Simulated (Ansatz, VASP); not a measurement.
Bi in VASP and in Ansatz

```
Bi
1.0
    -1.95975    1.95975    1.95975
     1.95975   -1.95975    1.95975
     1.95975    1.95975   -1.95975
Bi
1
Direct
  0.00000 0.00000 0.00000
```

Alike in both runs: functional PBEsol; k mesh 10 × 10 × 10; occupations gaussian, width 0.1 eV; no spin polarisation.

Ansatz relaxed the structure, and its values are those at the end. VASP's run is a single point on that final structure, the one shown.

|  | VASP | Ansatz |
| --- | --- | --- |
| version | VASP 6.6.1 | Ansatz 0.2.0 |
| potentials or method | VASP PAW PBE potentials, release 64 (Bi_d), cutoff 500 eV | scalar-relativistic, plane waves, PAW |
| valence electrons in the cell | 15 | 15 |

```csv
,VASP,Ansatz,Ansatz less VASP
gap on the k mesh at the Fermi level (eV),none,none,-
pressure (GPa),0.0,0.0,+0.05
```

VASP's potentials were made for PBE, not for PBEsol. A gap of «none» marks a metal or a gap that the smearing closes.

Spin-orbit coupling is off throughout.
